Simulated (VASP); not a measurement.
# InAs (F-43m) in VASP: notebook

Runs on InAs. Level: LDA. Tasks: single point.

All numbers are computed with VASP 6.6.1; they aren't measurements. Logs are shortened: lines on timing, memory, paths and dates and some standing lists are left out, and cuts for length are marked.

### 1 The cell of the first run

It takes space group F-43m (No. 216, cubic). Conventional cell: a = 5.698 Å, b = 5.698 Å, c = 5.698 Å, α = 90.00°, β = 90.00°, γ = 90.00°. Within 3.3 Å of In (site symmetry -43m) lie 4 As at 2.47 Å. As (site symmetry -43m) has 4 In at 2.47 Å within 3.3 Å.

### 2 Single point, LDA

INCAR reads:

```
ALGO = Normal ; EDIFF = 1E-7
ENCUT = 520 ; GGA = CA
ISIF = 2 ; ISMEAR = -1
LASPH = True ; LCHARG = False
LREAL = False ; LWAVE = False
NBANDS = 16 ; NELM = 60
PREC = Accurate ; SIGMA = 0.08
```

KPOINTS reads:

```
k-points
0
Gamma
  14 14 14
```

POSCAR reads:

```
InAs
1.0
    0.0000000000      2.8489438812      2.8489438812
    2.8489438812      0.0000000000      2.8489438812
    2.8489438812      2.8489438812      0.0000000000
In As
1 1
Direct
    0.0000000000      0.0000000000      0.0000000000
    0.7500000000      0.7500000000      0.7500000000
```

Potentials or basis: VASP PAW LDA potentials, release 64 (In_d, As).

Command:

```console
> cat potpaw_LDA.64/In_d/POTCAR potpaw_LDA.64/As/POTCAR > POTCAR
> mpirun -np 1 vasp_std > vasp.out
```

OUTCAR:

```text
EDIFF = 1E-7
   ENCUT = 520
   GGA = CA
   ISIF = 2
   ISMEAR = -1
   LASPH = True
   LREAL = False
   NELM = 60
   PREC = Accurate

 ion  position               nearest neighbor table
   1  0.000  0.000  0.000-   2 2.47   2 2.47   2 2.47   2 2.47
   2  0.750  0.750  0.750-   1 2.47   1 2.47   1 2.47   1 2.47

  LATTYP: Found a face centered cubic cell.
 ALAT       =     5.6978877624

  Lattice vectors:

 A1 = (   0.0000000000,   2.8489438812,   2.8489438812)
 A2 = (   2.8489438812,   0.0000000000,   2.8489438812)
 A3 = (   2.8489438812,   2.8489438812,   0.0000000000)

Analysis of symmetry for initial positions (statically):
=====================================================================
 Subroutine PRICEL returns:
 Original cell was already a primitive cell.

 Routine SETGRP: Setting up the symmetry group for a
 face centered cubic supercell.

 Subroutine GETGRP returns: Found 24 space group operations
 (whereof 24 operations were pure point group operations)
 out of a pool of 48 trial point group operations.

The static configuration has the point symmetry T_d .

Analysis of symmetry for dynamics (positions and initial velocities):
=====================================================================
 Subroutine PRICEL returns:
 Original cell was already a primitive cell.

 Routine SETGRP: Setting up the symmetry group for a
 face centered cubic supercell.

 Subroutine GETGRP returns: Found 24 space group operations
 (whereof 24 operations were pure point group operations)
 out of a pool of 48 trial point group operations.

The dynamic configuration has the point symmetry T_d .

 Subroutine INISYM returns: Found 24 space group operations
 (whereof 24 operations are pure point group operations),
 and found     1 'primitive' translations

----------------------------------------------------------------------------------------

                                     Primitive cell

  volume of cell :      46.2468

  direct lattice vectors                    reciprocal lattice vectors
     0.000000000  2.848943881  2.848943881    -0.175503633  0.175503633  0.175503633
     2.848943881  0.000000000  2.848943881     0.175503633 -0.175503633  0.175503633
     2.848943881  2.848943881  0.000000000     0.175503633  0.175503633 -0.175503633

[... 73 lines left out ...]
 SYSTEM =  unknown system
   PREC   = accura    normal or accurate (medium, high low for compatibility)
   ISTART =      0    job   : 0-new  1-cont  2-samecut
   ICHARG =      2    charge: 1-file 2-atom 10-const
   ISPIN  =      1    spin polarized calculation?
   LNONCOLLINEAR =      F non collinear calculations
   LSORBIT =      F    spin-orbit coupling
   LASPH  =      T    aspherical Exc in radial PAW
   ENCUT  =  520.0 eV  38.22 Ry    6.18 a.u.   7.49  7.49  7.49*2*pi/ulx,y,z
   NELM   =     60;   NELMIN=  2; NELMDL= -5     # of ELM steps
   EDIFF  = 0.1E-06   stopping-criterion for ELM
   LREAL  =      F    real-space projection
   EDIFFG = 0.1E-05   stopping-criterion for IOM
   NSW    =      0    number of steps for IOM
   IBRION =     -1    ionic relax: 0-MD 1-quasi-New 2-CG
   NFREE  =      0    steps in history (QN), initial steepest desc. (CG)
   ISIF   =      2    stress and relaxation
   ISYM   =      2    0-nonsym 1-usesym 2-fastsym
   POTIM  = 0.5000    time-step for ionic-motion
   TEBEG  =    0.0;   TEEND  =   0.0 temperature during run
   PSTRESS=    0.0 pullay stress
   NELECT =      18.0000    total number of electrons
   NUPDOWN=      -1.0000    fix difference up-down
   EMIN   =  10.00;   EMAX   =-10.00  energy-range for DOS
   EFERMI =   0.00;   METHOD = LEGACY
   ISMEAR =    -1;   SIGMA  =   0.08  broadening in eV -4-tet -1-fermi 0-gaus
   EFERMI_NEDOS =   21; number of points for ismear=-14 and -15
   IALGO  =     38    algorithm
   IMIX   =      4    mixing-type and parameters
     AMIX     =   0.40;   BMIX     =  1.00
     AMIX_MAG =   1.60;   BMIX_MAG =  1.00
  volume/ion in A,a.u.               =      23.12       156.04
  Fermi-wavevector in a.u.,A,eV,Ry     =   1.195286  2.258763 19.438756  1.428708
  Thomas-Fermi vector in A             =   2.331255
   LORBIT       =      0    0 simple, 1 ext, 2 COOP (PROOUT), +10 PAW based schemes
   GGA     = CA    functional components
   LHFCALC =     F    Hartree Fock is set to
   AEXX    =    0.0000 exact exchange contribution
   IVDW    =     0    specifies the selected vdW correction
   LEPSILON=     F    determine dielectric tensor
   LRPA    =     F    only Hartree local field effects (RPA)
 non-spin polarized calculation
  energy-cutoff  :      520.00
  volume of cell :       46.25
 maximum number of plane-waves:      1267
 NGX is ok and might be reduce to    30
   NGX = 15   NGY = 15   NGZ = 15

 number of electron      17.9999991 magnetization

 Free energy of the ion-electron system (eV)
  ---------------------------------------------------
  ext. energy  EPLUGINS =         0.00000000
  ---------------------------------------------------
  free energy    TOTEN  =        -8.67785489 eV

  energy without entropy =       -8.67777743  energy(sigma->0) =       -8.67781616

 E-fermi :   6.7484     XC(G=0): -10.1982

 val. band max:        6.3831955682   @ k =   0.0000   0.0000   0.0000
 cond. band min:       6.8985761846   @ k =   0.0000   0.0000   0.0000
 fundamental gap:      0.5153806164
 Fermi energy:         6.7483897910

 k-point     1 :       0.0000    0.0000    0.0000
  band No.  band energies     occupation
      1      -8.4955      2.00000
      2      -8.4955      2.00000
      3      -8.4955      2.00000
      4      -8.2716      2.00000
      5      -8.2716      2.00000
      6      -6.8596      2.00000
[... 433 lines left out ...]
      3      -8.4393      2.00000
      4      -8.2933      2.00000
      5      -8.2569      2.00000
      6      -5.8622      2.00000
[... 8 lines left out ...]
     15      16.5412      0.00000
     16      16.5539      0.00000

 [... further k-points ...]
[... 5 lines left out ...]
  --------------------------------------------------------------------------------------
  -------------------------------------------------------------------------------------
  Total        4.4194422      4.4194422      4.4194422      0.0000000      0.0000000     -0.0000000
  in kB      153.1074634    153.1074634    153.1074634      0.0000000      0.0000000     -0.0000000
  external PRESSURE =     153.1074634 kB  Pullay stress =       0.0000000 kB

 VOLUME and BASIS-vectors are now :
 -----------------------------------------------------------------------------
  energy-cutoff  :      520.00
  volume of cell :       46.25
      direct lattice vectors                 reciprocal lattice vectors
     0.000000000  2.848943881  2.848943881    -0.175503633  0.175503633  0.175503633
     2.848943881  0.000000000  2.848943881     0.175503633 -0.175503633  0.175503633
     2.848943881  2.848943881  0.000000000     0.175503633  0.175503633 -0.175503633

 POSITION                                       TOTAL-FORCE (eV/Angst)
 -----------------------------------------------------------------------------------
      0.00000      0.00000      0.00000         0.000000      0.000000      0.000000
      4.27342      4.27342      4.27342        -0.000000     -0.000000     -0.000000
 -----------------------------------------------------------------------------------
    total drift:                                0.000000      0.000000      0.000000

  FREE ENERGIE OF THE ION-ELECTRON SYSTEM (eV)
  ---------------------------------------------------
  free  energy   TOTEN  =        -8.6778548855 eV

  energy  without entropy=       -8.6777774254  energy(sigma->0) =       -8.67781616
```

OSZICAR:

```text
N       E                     dE             d eps       ncg     rms          rms(c)
DAV:   1     0.114500060805E+03    0.11450E+03   -0.84194E+03  3376   0.129E+03
DAV:   2    -0.145356857603E+01   -0.11595E+03   -0.11097E+03  3704   0.309E+02
DAV:   3    -0.889236327732E+01   -0.74388E+01   -0.74014E+01  4256   0.759E+01
DAV:   4    -0.907573228896E+01   -0.18337E+00   -0.18333E+00  4120   0.127E+01
DAV:   5    -0.908410992661E+01   -0.83776E-02   -0.83775E-02  4904   0.239E+00    0.642E+00
DAV:   6    -0.874279804080E+01    0.34131E+00   -0.39336E-01  5344   0.127E+01    0.351E+00
DAV:   7    -0.868138314927E+01    0.61415E-01   -0.15844E-01  4760   0.427E+00    0.694E-01
DAV:   8    -0.867813029000E+01    0.32529E-02   -0.19299E-02  4168   0.164E+00    0.410E-01
DAV:   9    -0.867789039502E+01    0.23989E-03   -0.11199E-03  4288   0.234E-01    0.272E-01
DAV:  10    -0.867786537977E+01    0.25015E-04   -0.22003E-04  4256   0.324E-01    0.812E-02
DAV:  11    -0.867785692898E+01    0.84508E-05   -0.75345E-05  5104   0.181E-01    0.284E-02
DAV:  12    -0.867785479474E+01    0.21342E-05   -0.81829E-06  4440   0.365E-02    0.998E-03
DAV:  13    -0.867785488548E+01   -0.90736E-07   -0.91390E-07  4152   0.691E-03
   1 F= -.86778549E+01 E0= -.86778162E+01  d E =-.774600E-04
```

stdout:

```text
POSCAR found type information on POSCAR InAs
 POSCAR found :  2 types and       2 ions
 scaLAPACK will be used
 LDA part: xc-table for (Slater(with rela. corr.)+CA(PZ))
 , standard interpolation
 POSCAR, INCAR and KPOINTS ok, starting setup
 FFT: planning ... GRIDC
 FFT: planning ... GRID_SOFT
 FFT: planning ... GRID
 WAVECAR not read
 entering main loop
```

Run time: 77 s. Hardware: 1 thread of Intel Xeon Platinum 8488C (Sapphire Rapids), shared host; peak memory 0.21 GiB.

Results:

```yaml
Free_energy: -8.6779 eV
Pressure: 15.3 GPa
Band_gap_on_the_k_mesh: 0.52 eV
```

Caveat: the cell stands under pressure; semilocal functionals underestimate gaps, and a narrow one can read as zero; spin-orbit coupling is left out, which moves the levels of the heavy elements.

### 3 Single point, LDA

This run uses another cell than the first one, of 24.16 Å³/atom.

INCAR reads:

```
ALGO = Normal
EDIFF = 1E-6
ENCUT = 520
GGA = CA
ISIF = 2
ISMEAR = -1
LASPH = True
LCHARG = False
LREAL = False
LWAVE = False
NBANDS = 16
NELM = 80
PREC = Accurate
SIGMA = 0.08
```

KPOINTS is that of step 2.

POSCAR reads:

```
InAs
1.0
    0.0000000000      2.8910690348      2.8910690348
    2.8910690348      0.0000000000      2.8910690348
    2.8910690348      2.8910690348      0.0000000000
In As
1 1
Direct
    0.0000000000      0.0000000000      0.0000000000
    0.7500000000      0.7500000000      0.7500000000
```

Potentials or basis: VASP PAW LDA potentials, release 64 (In_d, As).

Command:

```console
> cat potpaw_LDA.64/In_d/POTCAR potpaw_LDA.64/As/POTCAR > POTCAR
> mpirun -np 1 vasp_std > vasp.out
```

Wall time 76 s (1 thread of Intel Xeon Platinum 8488C (Sapphire Rapids), shared host); peak memory 0.21 GiB.

The run converged. Its results:

* Free energy: -8.8435 eV
* Pressure: 10.2 GPa
* Band gap on the k mesh: 0.29 eV

Levels at points of the mesh, in eV from the valence-band top:
| k point | band 7 | band 8 | band 9 | band 10 | band 11 | band 12 |
| --- | --- | --- | --- | --- | --- | --- |
| (0.00, 0.00, 0.00) | 0.00 | 0.00 | 0.00 | 0.29 | 3.86 | 3.86 |
| (0.50, 0.00, 0.00) | -6.60 | -1.22 | -1.22 | 1.11 | 4.66 | 4.66 |
| (0.50, 0.50, 0.00) | -6.55 | -2.85 | -2.85 | 1.18 | 1.93 | 9.92 |

Caveat: the cell stands under pressure; semilocal functionals underestimate gaps, and a narrow one can read as zero; spin-orbit coupling is left out, which moves the levels of the heavy elements.
